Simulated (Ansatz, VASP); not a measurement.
# One calculation of Ge5I3, two programs

```
Ge I
1.0
     6.25893    0.00000    0.00000
    -3.12946    5.42039    0.00000
     0.00000    0.00000    6.63807
Ge I
5 3
Direct
  0.50000 0.00000 0.50000
  0.00000 0.50000 0.50000
  0.50000 0.50000 0.50000
  0.00000 0.00000 0.68678
  0.00000 0.00000 0.31322
  0.50000 0.00000 0.00000
  0.00000 0.50000 0.00000
  0.50000 0.50000 0.00000
```

Alike in both runs: functional PBE; k mesh 3 × 3 × 2; occupations gaussian, width 0.1 eV; no spin polarisation.

Ansatz relaxed the structure, and its values are those at the end. VASP's run is a single point on that final structure, the one shown.

```csv
,VASP,Ansatz
version,VASP 6.6.1,Ansatz 0.2.0
potentials or method,"VASP PAW PBE potentials, release 64 (Ge_d, I), cutoff 520 eV","scalar-relativistic, plane waves, PAW"
valence electrons in the cell,91,121
```

|  | VASP | Ansatz | Ansatz less VASP |
| --- | --- | --- | --- |
| gap on the k mesh at the Fermi level (eV) | none | none | - |
| pressure (GPa) | 0.0 | 0.1 | +0.03 |
| rms of the force components (eV/Å) | 0.003 | 0.000 | -0.0030 |

A gap of «none» marks a metal or a gap that the smearing closes. VASP's potentials hold 91 valence electrons a cell and Ansatz's 121, so a difference there can come from the potentials and not from the codes.

The k mesh is coarse, so the values compare programs but aren't converged. Spin-orbit coupling is off throughout.
